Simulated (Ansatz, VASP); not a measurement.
# GaN: VASP beside Ansatz

```
CELL_PARAMETERS angstrom
0.00000 2.06634 2.06634
2.06634 0.00000 2.06634
2.06634 2.06634 0.00000
ATOMIC_POSITIONS crystal
Ga 0.00000 0.00000 0.00000
N 0.50000 0.50000 0.50000
```

Change from the starting cell: hydrostatic strain -2.0%.

Alike in both runs: task single point; functional HSE06; k mesh 8 × 8 × 8; no spin polarisation.

|  | VASP | Ansatz |
| --- | --- | --- |
| version | VASP 6.6.1 | Ansatz 0.2.0 |
| potentials or method | VASP PAW PBE potentials, release 64 (Ga_d, N) | plane waves, PAW |
| plane-wave cutoff (eV) | 520 | 420 |
| occupations | gaussian, width 0.01 eV | fixed |
| valence electrons in the cell | 18 | 18 |

```csv
,VASP,Ansatz,Ansatz less VASP
gap on the k mesh at the Fermi level (eV),2.39,2.40,+0.010
pressure (GPa),16.7,15.5,-1.25
```

Ansatz's warnings: stress exchange threshold loose, stress scf threshold loose.
